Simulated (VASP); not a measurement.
Ir3Ru2:

```
CELL_PARAMETERS angstrom
2.70372 0.00000 0.00000
-1.35186 2.34149 0.00000
0.00000 0.00000 21.92140
ATOMIC_POSITIONS crystal
Ru 0.66667 0.33333 0.80000
Ru 0.66667 0.33333 0.20000
Ru 0.66667 0.33333 0.40000
Ru 0.66667 0.33333 0.60000
Ir 0.66667 0.33333 0.00000
Ir 0.33333 0.66667 0.70000
Ir 0.33333 0.66667 0.90000
Ir 0.33333 0.66667 0.10000
Ir 0.33333 0.66667 0.30000
Ir 0.33333 0.66667 0.50000
```

* Program: VASP 6.6.1
* Task: relaxation of cell and atoms
* Functional: PBE
* Potentials or basis: VASP PAW PBE potentials, release 64 (Ru_pv, Ir)
* Cutoff: 600 eV
* k mesh: 6 × 6 × 1
* Occupations: gaussian, width 0.1 eV
* Spin: no spin polarisation

At the start: pressure 10.1 GPa; volume 13.88 Å³/atom.

Problem. How do energy, volume and symmetry change on relaxing?

Solution. Over 15 steps the energy falls by 25.7 meV/atom and the volume is 14.29 Å³/atom (+3.0 %); space group P-6m2 (No. 187, to 0.1 Å) before and after.

Step by step:
```csv
step,energy change (eV),largest force (eV/Å),pressure (GPa),volume (Å³)
1,0.0000,0.7339,10.14,138.78
2,0.9722,0.2457,-24.48,157.07
3,-0.1938,0.5675,-2.38,143.81
4,-0.1942,0.5734,-1.89,143.59
5,-0.2335,0.2255,1.45,142.30
6,-0.2436,0.3658,0.33,142.70
7,-0.2524,0.1464,-0.46,143.04
8,-0.2528,0.1661,-0.69,143.14
9,-0.2527,0.1018,1.40,142.23
10,-0.2548,0.1362,0.34,142.69
11,-0.2560,0.0645,-0.06,142.84
12,-0.2560,0.0641,-0.07,142.84
13,-0.2567,0.0501,0.07,142.79
14,-0.2567,0.0440,0.13,142.76
15,-0.2570,0.0337,-0.25,142.93
```

Final structure:
```
Ru Ir
1.0
     2.75778    0.00000    0.00000
    -1.37889    2.38831    0.00000
     0.00000    0.00000   21.70062
Ru Ir
4 6
Direct
  0.66667 0.33333 0.79917
  0.66667 0.33333 0.20083
  0.66667 0.33333 0.39982
  0.66667 0.33333 0.60018
  0.66667 0.33333 0.00000
  0.33333 0.66667 0.69973
  0.33333 0.66667 0.89731
  0.33333 0.66667 0.10269
  0.33333 0.66667 0.30027
  0.33333 0.66667 0.50000
```

Caveat: the k points lie up to 0.44 Å⁻¹ apart in the final cell, too coarse for converged energies and pressures of a metal.
